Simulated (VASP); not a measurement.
## H: single point with PBE

The system is H.

```xyz
2
Lattice="2.0545 0.0000 0.0000 -1.0273 1.7793 0.0000 0.0000 0.0000 3.3005" Properties=species:S:1:pos:R:3 pbc="T T T"
H     0.0000    1.1862    0.8251
H     1.0273    0.5931    2.4754
```

```yaml
Program: VASP 6.6.1
Task: single point
Functional: PBE
Potentials_or_basis: VASP PAW PBE potentials, release 64 (H)
Cutoff: 500 eV
k_mesh: 13 × 13 × 7
Occupations: fermi-dirac, width 0.01 eV
Spin: no spin polarisation
```

- Pressure: -23.5 GPa
- Band gap on the k mesh: zero (bands 1 and 2 overlap by 8.18 eV)

Stress tensor (GPa, compression positive):
```
-22.55   0.00   0.00
  0.00 -22.55   0.00
  0.00   0.00 -25.49
```

Levels at points of the mesh, in eV from the Fermi level:
| k point | band 1 | band 2 | band 3 | band 4 | band 5 | band 6 |
| --- | --- | --- | --- | --- | --- | --- |
| (0.00, 0.00, 0.00) | -9.44 | 0.60 | 8.17 | 32.01 | 32.73 | 39.31 |

It took 3.6 s on 1 thread of Intel(R) Xeon(R) Platinum 8488C (Sapphire Rapids) (shared host), peak memory 0.11 GiB.

Caveat: the cell stands under tension.
